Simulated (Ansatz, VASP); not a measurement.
Two plane-wave programs on Si5Ge

```
Si Ge
1.0
     2.85921    0.00000    0.00000
    -1.42960    2.47615    0.00000
     0.00000    0.00000   13.52446
Si Ge
5 1
Direct
  0.66667 0.33333 0.65206
  0.33333 0.66667 0.79802
  0.66667 0.33333 0.20198
  0.33333 0.66667 0.34794
  0.00000 0.00000 0.50000
  0.00000 0.00000 0.00000
```

Alike in both runs: functional PBE; k mesh 6 × 6 × 2; occupations gaussian, width 0.1 eV; no spin polarisation.

Ansatz relaxed the structure, and its values are those at the end. VASP's run is a single point on that final structure, the one shown.

```csv
,VASP,Ansatz
version,VASP 6.6.1,Ansatz 0.2.0
potentials or method,"VASP PAW PBE potentials, release 64 (Si, Ge_d), cutoff 520 eV","scalar-relativistic, plane waves, PAW"
valence electrons in the cell,34,34
```

```tsv
	VASP	Ansatz	Ansatz less VASP
gap on the k mesh at the Fermi level (eV)	none	none	-
pressure (GPa)	-0.2	-0.1	+0.05
rms of the force components (eV/Å)	0.005	0.003	-0.0016
```

A gap of «none» marks a metal or a gap that the smearing closes. With one functional, cell and mesh, what is left measures potentials, basis and numerics.

The k mesh is coarse, so the values compare programs but aren't converged.
